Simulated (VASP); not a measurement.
Wanted: the native input for a VASP 6.6.1 run.

| Quantity | Value |
| --- | --- |
| Task | single point |
| Functional | PBE |
| Potentials or basis | VASP PAW PBE potentials, release 64 (Pt) |
| Cutoff | 520 eV |
| k mesh | 22 × 22 × 22 |
| Occupations | fermi-dirac, width 0.05 eV |
| Spin | collinear spin |
| Starting moments | [1.0] μB |
| Dipole correction | no |
| Further INCAR settings | ALGO = Normal; EDIFF = 1e-07; NBANDS = 15 |

The structure of Pt lies in POSCAR:

```
Pt
1.0
    0.0000000000      1.9020346049      1.9020346049
    1.9020346049      0.0000000000      1.9020346049
    1.9020346049      1.9020346049      0.0000000000
Pt
1
Direct
    0.0000000000      0.0000000000      0.0000000000
```

One way to write it, as run:

INCAR

```
SYSTEM = Pt
PREC     = Accurate       ! precision mode
ENCUT    = 520            ! plane-wave cutoff, eV
EDIFF    = 1E-7           ! SCF threshold, eV
ISMEAR   = -1             ! smearing method
SIGMA    = 0.05           ! smearing width, eV
LREAL    = .False.        ! projectors in reciprocal space
LASPH    = .True.         ! aspherical terms in the spheres
NELM     = 150            ! most SCF steps
ALGO     = Normal         ! electronic algorithm
ISIF     = 2              ! what is computed and relaxed
LWAVE    = .False.        ! write WAVECAR
LCHARG   = .False.        ! write CHGCAR
ISPIN    = 2              ! spin polarisation
MAGMOM   = 1              ! initial moments
LORBIT   = 11             ! projections on sites
LMAXMIX  = 4              ! l up to which the mixer works
GGA      = PE             ! functional
NBANDS   = 15             ! bands
```

KPOINTS

```
regular mesh
0
Gamma
  22 22 22
  0 0 0
```

Potentials or basis: VASP PAW PBE potentials, release 64 (Pt).

Run with:

```console
$ cat potpaw_PBE.64/Pt/POTCAR > POTCAR
$ mpirun -np 1 vasp_std > vasp.out
```

It gave:

The pressure is 44.4 GPa, the band gap on the k mesh is zero (filled and empty bands overlap) and the net moment is 0.00 μB per cell. The valence electrons inside the program's atomic spheres are Pt 9.57.

Caveat: the cell stands under pressure; spin-orbit coupling is left out, which moves the levels of the heavy elements.

It took 110 s on 1 thread of Intel(R) Xeon(R) Platinum 8375C CPU @ 2.90GHz (Ice Lake), on a shared host, peak memory 0.21 GiB.
